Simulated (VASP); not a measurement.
**Si (a cell with a defect): single point with PBE**

The system is Si (a cell with a defect).

```xyz
17
Lattice="0.0000 5.4300 5.4300 5.4300 0.0000 5.4300 5.4300 5.4300 0.0000" Properties=species:S:1:pos:R:3 pbc="T T T"
Si    0.4714   -0.2354    0.0019
Si    1.1413    1.2050    2.2895
Si    3.2558    3.6909   -0.8685
Si    4.7581    3.8074    1.3151
Si    2.8506   -0.4157    2.8665
Si    4.3892    0.8816    4.1074
Si    5.8618    2.1398    3.3273
Si    6.8569    2.3530    5.5066
Si    0.0137    3.2419    2.4524
Si    1.9117    3.9324    3.7977
Si    3.0381    5.1141    2.2108
Si    4.2906    6.8785    3.5543
Si    3.1595    2.6097    5.0604
Si    4.1277    4.3850    6.1125
Si    6.1052    4.6926    4.5237
Si    6.9082    6.4549    6.3679
Si    4.2086    6.9184    5.8885
```

```yaml
Program: VASP 6.6.1
Task: single point
Functional: PBE
Potentials_or_basis: VASP PAW PBE potentials, release 64 (Si)
Cutoff: 520 eV
k_mesh: 2 × 2 × 2
Occupations: fermi-dirac, width 0.05 eV
Spin: no spin polarisation
Dipole_correction: no
Further_INCAR_settings: LREAL = Auto; ALGO = Normal; EDIFF = 1e-06; NBANDS = 48
```

| Quantity | Value |
| --- | --- |
| Pressure | 0.5 GPa |
| Largest force | 4.634 eV/Å |
| Band gap on the k mesh | zero (bands 34 and 35 overlap by 0.08 eV) |

Forces in eV/Å, atoms in the order of the input:
```
Si   1.423  0.643 -0.151
Si   0.270 -1.258 -0.715
Si   0.273 -1.370  1.442
Si  -0.689 -1.503  0.652
Si  -0.184  0.947 -1.829
Si  -2.586 -1.776  0.835
Si   2.717  2.648 -2.661
Si   0.659  0.069  0.230
Si  -0.279  0.772 -0.075
Si  -1.970  0.845 -0.162
Si   0.217  1.506  0.061
Si   0.031 -0.855 -0.720
Si  -0.927 -1.906  1.309
Si   0.823  0.690  1.205
Si   0.056  0.540  0.274
Si   0.192  0.329 -0.305
Si  -0.027 -0.320  0.610
```

Stress tensor (GPa, compression positive):
```
 1.17  1.61 -0.94
 1.61  2.28 -4.06
-0.94 -4.06 -1.87
```

Levels at points of the mesh, in eV from the Fermi level:
| k point | band 31 | band 32 | band 33 | band 34 | band 35 | band 36 | band 37 | band 38 |
| --- | --- | --- | --- | --- | --- | --- | --- | --- |
| (0.00, 0.00, 0.00) | -0.80 | -0.47 | -0.37 | -0.24 | 0.00 | 0.14 | 0.27 | 0.52 |
| (0.50, 0.00, 0.00) | -1.10 | -0.80 | -0.50 | -0.22 | -0.06 | 0.43 | 0.57 | 1.08 |
| (0.00, 0.50, 0.00) | -1.17 | -0.81 | -0.52 | -0.21 | 0.07 | 0.36 | 0.68 | 0.93 |
| (0.00, 0.00, 0.50) | -1.15 | -1.00 | -0.35 | 0.02 | 0.33 | 0.49 | 0.64 | 0.84 |
| (0.50, 0.50, 0.50) | -1.26 | -0.96 | -0.59 | 0.02 | 0.07 | 0.39 | 0.63 | 0.81 |
| (0.50, 0.50, 0.00) | -1.32 | -1.16 | -0.68 | -0.12 | 0.06 | 0.96 | 1.22 | 1.32 |
| (0.00, 0.50, 0.50) | -1.34 | -0.47 | -0.36 | 0.02 | 0.29 | 0.60 | 0.80 | 0.86 |
| (0.50, 0.00, 0.50) | -1.15 | -0.81 | -0.57 | -0.35 | 0.26 | 0.65 | 0.77 | 1.32 |

It took 6.7 min on 1 thread of AMD EPYC 7R43 64-Core Processor (Zen 3) (shared host), peak memory 0.42 GiB.

Caveat: the k points lie up to 0.50 Å⁻¹ apart.
